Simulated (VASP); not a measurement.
Write the native input for VASP 6.6.1 that does the following.

```yaml
Task: single point
Functional: r2SCAN
Potentials_or_basis: VASP PAW PBE potentials, release 64 (Pb_d, S)
Cutoff: 520 eV
k_mesh: 8 × 8 × 8
Occupations: gaussian, width 0.05 eV
Spin: no spin polarisation
Dipole_correction: no
Further_INCAR_settings: ALGO = Normal; EDIFF = 1e-07; NBANDS = 17
```

The system is PbS.

```xyz
2
Lattice="0.0000 3.1318 3.1318 2.9650 0.1668 2.9650 2.9650 2.9650 0.1668" Properties=species:S:1:pos:R:3 pbc="T T T"
Pb    0.0000    0.0000    0.0000
S     2.9650    3.1318    3.1318
```

This cell differs from its parent crystal: strain +0.1125 x Voigt [0, 0, 0, 1, 0, 0].

One way to write it, as run:

POSCAR

```
PbS
1.0
    0.0000000000      3.1317812500      3.1317812500
    2.9650000000      0.1667812500      2.9650000000
    2.9650000000      2.9650000000      0.1667812500
Pb S
1 1
Direct
    0.0000000000      0.0000000000      0.0000000000
    0.5000000000      0.5000000000      0.5000000000
```

INCAR.step1

```
ALGO = Normal
EDIFF = 1E-4
ENCUT = 520
GGA = PE
ISMEAR = 0
LASPH = True
LCHARG = False
LREAL = False
LWAVE = True
NBANDS = 17
NELM = 100
PREC = Accurate
SIGMA = 0.05
```

INCAR.step2

```
ALGO = Normal
EDIFF = 1E-7
ENCUT = 520
ISIF = 2
ISMEAR = 0
ISTART = 1
LASPH = True
LCHARG = False
LMIXTAU = True
LREAL = False
LWAVE = False
METAGGA = R2SCAN
NBANDS = 17
NELM = 100
PREC = Accurate
SIGMA = 0.05
```

KPOINTS

```
k-points
0
Gamma
  8 8 8
```

Potentials or basis: VASP PAW PBE potentials, release 64 (Pb_d, S).

Run with:

```sh
$ cat potpaw_PBE.64/Pb_d/POTCAR potpaw_PBE.64/S/POTCAR > POTCAR
$ cp INCAR.step1 INCAR
$ mpirun -np 1 vasp_std > vasp.out
$ cp INCAR.step2 INCAR
$ mpirun -np 1 vasp_std > vasp.out
```

Results of the run:

| Item | Value |
| --- | --- |
| Pressure | 1.2 GPa |
| Band gap on the k mesh | zero (bands 10 and 11 overlap by 0.02 eV) |

Caveat: the cell differs from its parent crystal (strain +0.1125 x Voigt [0, 0, 0, 1, 0, 0]); semilocal functionals underestimate gaps, and a narrow one can read as zero; the PAW data sets were made with another functional, which shifts forces and pressure a little; spin-orbit coupling is left out, which moves the levels of the heavy elements.

It took 7.9 min on 1 thread of AMD EPYC 7R13 Processor (Zen 3), on a shared host, peak memory 0.22 GiB.
